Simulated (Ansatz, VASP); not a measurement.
## One calculation of TaSi2, two programs

```
Ta Si
1.0
     4.80620    0.00000    0.00000
    -2.40310    4.16229    0.00000
     0.00000    0.00000    6.59524
Ta Si
3 6
Direct
  0.50000 0.00000 0.50000
  0.50000 0.50000 0.83333
  0.00000 0.50000 0.16667
  0.15888 0.31777 0.50000
  0.84112 0.15888 0.83333
  0.68223 0.84112 0.16667
  0.84112 0.68223 0.50000
  0.15888 0.84112 0.83333
  0.31777 0.15888 0.16667
```

Alike in both runs: functional PBE; k mesh 12 × 12 × 8; occupations methfessel-paxton of order 1, width 0.1 eV; no spin polarisation.

Ansatz relaxed the structure, and its values are those at the end. VASP's run is a single point on that final structure, the one shown.

|  | VASP | Ansatz |
| --- | --- | --- |
| version | VASP 6.6.1 | Ansatz 0.2.0 |
| potentials or method | VASP PAW PBE potentials, release 64 (Ta_pv, Si) | scalar-relativistic, plane waves, PAW |
| plane-wave cutoff (eV) | 520 | 420 |
| valence electrons in the cell | 57 | 63 |

```tsv
	VASP	Ansatz	Ansatz less VASP
gap on the k mesh at the Fermi level (eV)	none	none	-
pressure (GPa)	0.1	0.0	-0.09
```

A gap of «none» marks a metal or a gap that the smearing closes. VASP's potentials hold 57 valence electrons a cell and Ansatz's 63, so a difference there can come from the potentials and not from the codes.

Spin-orbit coupling is off throughout.
